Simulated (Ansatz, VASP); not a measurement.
## Ti2C in VASP and in Ansatz

INCAR

```
SYSTEM = Ti2C
ALGO = Normal
EDIFF = 1E-6
ENCUT = 520
GGA = PS
ISIF = 2
ISMEAR = 0
LASPH = .True.
LCHARG = .False.
LREAL = .False.
LWAVE = .False.
NBANDS = 21
NELM = 60
PREC = Accurate
SIGMA = 0.1
```

KPOINTS

```
k-points
0
Gamma
  9 9 9
  0 0 0
```

File POSCAR:

```
Ti2C
1.0
    1.5406981810      0.8895225095      4.8137698526
   -1.5406981810      0.8895225095      4.8137698526
    0.0000000000     -1.7790450190      4.8137698526
Ti C
2 1
Direct
    0.2454978300      0.2454978300      0.2454978300
    0.7545021700      0.7545021700      0.7545021700
    0.5000000000      0.5000000000      0.5000000000
```

Input for Ansatz:

```yaml
crystal:
  lattice:
    - [1.540698181, 0.8895225095, 4.8137698526]
    - [-1.540698181, 0.8895225095, 4.8137698526]
    - [0.0, -1.779045019, 4.8137698526]
  atoms:
    - { symbol: Ti, position: [0.24549783, 0.24549783, 0.24549783] }
    - { symbol: Ti, position: [0.75450217, 0.75450217, 0.75450217] }
    - { symbol: C, position: [0.5, 0.5, 0.5] }
basis:
  ecutwfc: 420
kpoints:
  mp_grid: { grid: [9, 9, 9] }
hamiltonian:
  xc: pbesol
scf:
  occupations: { method: gaussian, width: 0.1 }
output:
  forces: true
  stress: true
  eigenvalues: true
```

Alike in both runs: task single point; functional PBEsol; k mesh 9 × 9 × 9; occupations gaussian, width 0.1 eV; no spin polarisation.

```csv
,VASP,Ansatz
version,VASP 6.6.1,Ansatz 0.2.0
potentials or method,"VASP PAW PBE potentials, release 64 (Ti_sv, C), cutoff 520 eV","scalar-relativistic, plane waves, PAW"
valence electrons in the cell,28,28
```

```tsv
	VASP	Ansatz	Ansatz less VASP
gap on the k mesh at the Fermi level (eV)	none	none	-
pressure (GPa)	-4.5	-4.7	-0.16
traceless stress, the component that is largest in VASP (GPa)	0.33	0.35	+0.023
rms of the force components (eV/Å)	0.075	0.087	+0.0116
```

VASP's potentials were made for PBE, not for PBEsol. Atom by atom the forces differ by 0.012 eV/Å (rms over components). A gap of «none» marks a metal or a gap that the smearing closes. The functional is the same, so the differences come from potentials, cutoffs and numerics.
